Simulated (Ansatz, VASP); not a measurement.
Ti: VASP beside Ansatz

File INCAR:

```
SYSTEM = Ti
PREC = Accurate ; ENCUT = 520
EDIFF = 1E-6 ; ISMEAR = -1
SIGMA = 0.05 ; LREAL = .False.
LASPH = .True. ; NELM = 80
ALGO = Normal ; ISIF = 2
LWAVE = .False. ; LCHARG = .True.
GGA = PE ; LELF = .True.
LVHAR = .True. ; NBANDS = 19
```

The input KPOINTS:

```
regular mesh
0
Gamma
  9 9 5
  0 0 0
```

Contents of POSCAR:

```
Ti
1.0
    2.9302007457      0.0000000000      0.0000000000
   -1.4651003729      2.5376233760      0.0000000000
    0.0000000000      0.0000000000      4.6485896576
Ti
2
Direct
    0.3333333333      0.6666666667      0.2500000000
    0.6666666667      0.3333333333      0.7500000000
```

Input for Ansatz:

```yaml
crystal:
  lattice:
    - [2.930200745718843, 0.0, 0.0]
    - [-1.4651003728594214, 2.537623375979704, 0.0]
    - [0.0, 0.0, 4.648589657614977]
  atoms:
    - { symbol: Ti, position: [0.3333333333333333, 0.6666666666666666, 0.25] }
    - { symbol: Ti, position: [0.6666666666666666, 0.3333333333333333, 0.75] }
basis:
  ecutwfc: 450.0
kpoints:
  mp_grid:
    grid: [9, 9, 5]
hamiltonian:
  xc: pbe
  pseudopotentials:
    kind: paw
scf:
  occupations:
    method: fermi_dirac
    width: 0.05
output:
  stress: true
```

Alike in both runs: task single point; functional PBE; k mesh 9 × 9 × 5; occupations fermi-dirac, width 0.05 eV; no spin polarisation.

|  | VASP | Ansatz |
| --- | --- | --- |
| version | VASP 6.6.1 | Ansatz 0.2.0 |
| potentials or method | VASP PAW PBE potentials, release 64 (Ti_sv), cutoff 520 eV | plane waves, PAW |
| valence electrons in the cell | 24 | 24 |

```tsv
	VASP	Ansatz	Ansatz less VASP
pressure (GPa)	0.4	0.6	+0.24
traceless stress, the component that is largest in VASP (GPa)	-0.37	-0.37	-0.009
```

Ansatz's warnings: structure snapped to symmetry.
